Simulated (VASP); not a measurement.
Runs of VASP 6.6.1 on SbS3. The structure is that of space group Pm-3m (No. 221), or close to it. The cells are those of the table. 

| task | cell | k mesh | cutoff (eV) | gap on the mesh (eV) | pressure (GPa) | relaxed volume (Å³/atom) |
| --- | --- | --- | --- | --- | --- | --- |
| relaxation of cell and atoms | relaxed from a = 4.651 Å, 4 atoms | 4 × 4 × 4 | 600 | none | -0.1 | (a) |
| single point | a = 4.232 Å, 4 atoms | 12 × 12 × 12 | 520 | none | -0.3 | - |
| relaxation of cell and atoms | relaxed from a = 4.242 Å, 4 atoms | 12 × 12 × 12 | 600 | none | 0.0 | 18.87 |
| single point | a = 4.651 Å, 4 atoms | 4 × 4 × 4 | 520 | none | -11.0 | - |
| single point | a = 4.242 Å, 4 atoms | 4 × 4 × 4 | 520 | none | -0.3 | - |

Alike in all rows: level PBE; potentials or basis VASP PAW PBE potentials, release 64 (Sb, S); no spin polarisation; smearing gaussian 0.1 eV.

Fill in the values left out.

(a) 19.03.

Caveats: some runs use coarse meshes; spin-orbit coupling is left out, which moves the levels of the heavy elements; the volume moved by over 15 % at a fixed basis, so the end points are rough (some runs).

A k mesh can miss the band edges, and the runs leave out spin-orbit coupling on Sb.

A gap of «none» marks levels without a gap at the run's occupations.
